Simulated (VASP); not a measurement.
A run of VASP 6.6.1:

File POSCAR:

```
CaB6
1.0
    4.1477323187      0.0000000000      0.0000000000
    0.0000000000      4.1477323187      0.0000000000
    0.0000000000      0.0000000000      4.1477323187
Ca B
1 6
Direct
    0.5000000000      0.5000000000      0.5000000000
    0.0000000000      0.0000000000      0.2982058814
    0.0000000000      0.0000000000      0.7017941186
    0.2982058814      0.0000000000      0.0000000000
    0.7017941186      0.0000000000      0.0000000000
    0.0000000000      0.2982058814      0.0000000000
    0.0000000000      0.7017941186      0.0000000000
```

The input INCAR.step1:

```
SYSTEM = CaB6
PREC     = Accurate       ! precision mode
ENCUT    = 520            ! plane-wave cutoff, eV
EDIFF    = 1E-6           ! SCF threshold, eV
ISMEAR   = 0              ! smearing method
SIGMA    = 0.01           ! smearing width, eV
LREAL    = .False.        ! projectors in reciprocal space
LASPH    = .True.         ! aspherical terms in the spheres
NELM     = 80             ! most SCF steps
ALGO     = Normal         ! electronic algorithm
ISIF     = 2              ! what is computed and relaxed
LWAVE    = .False.        ! write WAVECAR
LCHARG   = .True.         ! write CHGCAR
GGA      = PE             ! functional
NBANDS   = 23             ! bands
```

File KPOINTS.step1:

```
regular mesh
0
Gamma
  8 8 8
  0 0 0
```

INCAR.step2

```
SYSTEM = CaB6
PREC     = Accurate       ! precision mode
ENCUT    = 520            ! plane-wave cutoff, eV
EDIFF    = 1E-6           ! SCF threshold, eV
ISMEAR   = -5             ! smearing method
SIGMA    = 0.01           ! smearing width, eV
LREAL    = .False.        ! projectors in reciprocal space
LASPH    = .True.         ! aspherical terms in the spheres
NELM     = 80             ! most SCF steps
ALGO     = Normal         ! electronic algorithm
ISIF     = 2              ! what is computed and relaxed
LWAVE    = .False.        ! write WAVECAR
LCHARG   = .False.        ! write CHGCAR
GGA      = PE             ! functional
LORBIT   = 10             ! projections on sites
NBANDS   = 23             ! bands
NEDOS    = 2001           ! points of the DOS
ICHARG   = 11             ! starting density
```

KPOINTS.step2

```
regular mesh
0
Gamma
  12 12 12
  0 0 0
```

Potentials or basis: VASP PAW PBE potentials, release 64 (Ca_sv, B).

Launch:

```sh
$ cat potpaw_PBE.64/Ca_sv/POTCAR potpaw_PBE.64/B/POTCAR > POTCAR
$ cp INCAR.step1 INCAR
$ cp KPOINTS.step1 KPOINTS
$ mpirun -np 1 vasp_std > vasp.out
$ cp INCAR.step2 INCAR
$ cp KPOINTS.step2 KPOINTS
$ mpirun -np 1 vasp_std > vasp.out
```

Hardware: 1 thread of AMD EPYC 9R45 96-Core Processor (Zen 5), on a shared host.

Problem. How long does it take, and how much memory?

Solution. Wall time 48 s on 1 thread of AMD EPYC 9R45 96-Core Processor (Zen 5), with other jobs on the host, peak memory 0.22 GiB. Counts: k points 84.
